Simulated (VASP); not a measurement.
Cs, 1 atom in the cell. Symmetry: Im-3m, No. 229, cubic system. The conventional cell has a = 6.257 Å, b = 6.257 Å, c = 6.257 Å, α = 90.00°, β = 90.00°, γ = 90.00°. 

- Program: VASP 6.6.1
- Task: single point
- Functional: PBE
- Potentials or basis: VASP PAW PBE potentials, release 64 (Cs_sv)
- Cutoff: 520 eV
- k mesh: 6 × 6 × 6
- Occupations: fermi-dirac, width 0.05 eV
- Spin: no spin polarisation
- Dipole correction: no
- Further INCAR settings: ALGO = Normal; EDIFF = 1e-06; NBANDS = 10

Potentials or basis: VASP PAW PBE potentials, release 64 (Cs_sv).

Command:

```sh
$ cat potpaw_PBE.64/Cs_sv/POTCAR > POTCAR
$ mpirun -np 1 vasp_std > vasp.out
```

Hardware: 1 thread of AMD EPYC 9R45 96-Core Processor (Zen 5), with other jobs on the host.

Task: Estimate the wall time of this run.

Result: Run time: 9 s on 1 thread of AMD EPYC 9R45 96-Core Processor (Zen 5) (shared host), peak memory 0.19 GiB. Counts: scf iterations 10, k points 16.
